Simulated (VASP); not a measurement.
A run of VASP 6.6.1 is set up as follows.

Contents of INCAR:

```
SYSTEM = CdS
PREC = Accurate ; ENCUT = 500
EDIFF = 1E-6 ; ISMEAR = 0
SIGMA = 0.15 ; LREAL = .FALSE.
LASPH = .TRUE. ; NELM = 120
ALGO = Normal ; ISIF = 2
LWAVE = .FALSE. ; LCHARG = .FALSE.
GGA = PE ; NBANDS = 16
GGA_COMPAT = .FALSE.
```

File KPOINTS:

```
Automatic mesh
0
G
  4 4 4
  0 0 0
```

POSCAR

```
CdS
1.0
    0.0000000000      2.7590968200      2.7590968200
    2.7590968200      0.0000000000      2.7590968200
    2.7590968200      2.7590968200      0.0000000000
Cd S
1 1
Direct
    0.0000000000      0.0000000000      0.0000000000
    0.5000000000      0.5000000000      0.5000000000
```

Potentials or basis: VASP PAW PBE potentials, release 64 (Cd, S).

The run is started by

```console
$ cat potpaw_PBE.64/Cd/POTCAR potpaw_PBE.64/S/POTCAR > POTCAR
$ mpirun -np 1 vasp_std > vasp.out
```

Problem. What does it give for the band gap on the k mesh?

Solution. 0.23 eV, indirect (least direct gap 1.47 eV).

Problem. What does it give for the pressure?

Solution. -0.2 GPa.

Caveat: the k points lie up to 0.49 Å⁻¹ apart. A k mesh can miss the band edges.
